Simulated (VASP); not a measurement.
Lu, 2 atoms in the cell. Symmetry: P6_3/mmc, No. 194, hexagonal system. The conventional cell has a = 3.457 Å, b = 3.457 Å, c = 5.391 Å, α = 90.00°, β = 90.00°, γ = 120.00°. Lu (site symmetry -6m2) has 12 Lu at 3.35 to 3.46 Å within 4.4 Å. 

```yaml
Program: VASP 6.6.1
Task: electric field gradients
Functional: PBE
Potentials_or_basis: VASP PAW PBE potentials, release 64 (Lu)
Cutoff: 520 eV
k_mesh: 12 × 12 × 6
Occupations: fermi-dirac, width 0.05 eV
Spin: no spin polarisation
Dipole_correction: no
Further_INCAR_settings: ALGO = Normal; EDIFF = 1e-08; NBANDS = 32
```

Potentials or basis: VASP PAW PBE potentials, release 64 (Lu).

The run is started by

```bash
$ cat potpaw_PBE.64/Lu/POTCAR > POTCAR
$ mpirun -np 1 vasp_std > vasp.out
```

Hardware: 1 thread of Intel Xeon 8259CL, with other jobs on the host.

**Question.** How long does it take, and how much memory?

**Answer.** It took 3.5 min on 1 thread of Intel Xeon 8259CL, with other jobs on the host, peak memory 0.26 GiB. Counts: scf iterations 15, k points 76.
